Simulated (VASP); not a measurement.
A run of VASP 6.6.1 is set up as follows.

INCAR

```
  PREC = Accurate
  ENCUT = 520
  EDIFF = 1E-6
  ISMEAR = 0
  SIGMA = 0.05
  LREAL = False
  LASPH = True
  NELM = 150
  ALGO = Normal
  ISIF = 2
  LWAVE = False
  LCHARG = False
  ISPIN = 2
  MAGMOM = 0 0 0 0 0 0
  LORBIT = 11
  LMAXMIX = 4
  GGA = PE
  NBANDS = 39
```

Contents of KPOINTS:

```
Automatic mesh
0
Gamma
  7 7 2
```

POSCAR

```
MoS2
1.0
    3.1610015200      0.0000000000      0.0000000000
   -1.5805007600      2.7375076200      0.0000000000
    0.0000000000      0.0000000000     12.2949997000
Mo S
2 4
Direct
    0.3333333333      0.6666666667      0.2500000000
    0.6666666667      0.3333333333      0.7500000000
    0.3333333333      0.6666666667      0.6275000000
    0.6666666667      0.3333333333      0.1275000000
    0.3333333333      0.6666666667      0.8725000000
    0.6666666667      0.3333333333      0.3725000000
```

Potentials or basis: VASP PAW PBE potentials, release 64 (Mo_sv, S).

Launch:

```console
$ cat potpaw_PBE.64/Mo_sv/POTCAR potpaw_PBE.64/S/POTCAR > POTCAR
$ mpirun -np 1 vasp_std > vasp.out
```

Problem. Predict the largest force.

Solution. 1.197 eV/Å.

Problem. Estimate the pressure.

Solution. 8.7 GPa.

Stress tensor (GPa, compression positive):
```
 6.52  0.00  0.00
 0.00  6.52  0.00
 0.00  0.00 13.09
```

Caveat: this functional lacks dispersion, which binds the layers, so the pressure and a relaxed spacing across them are unreliable; forces of over 1 eV/Å act on the atoms, so gaps and moduli don't describe the material at rest.
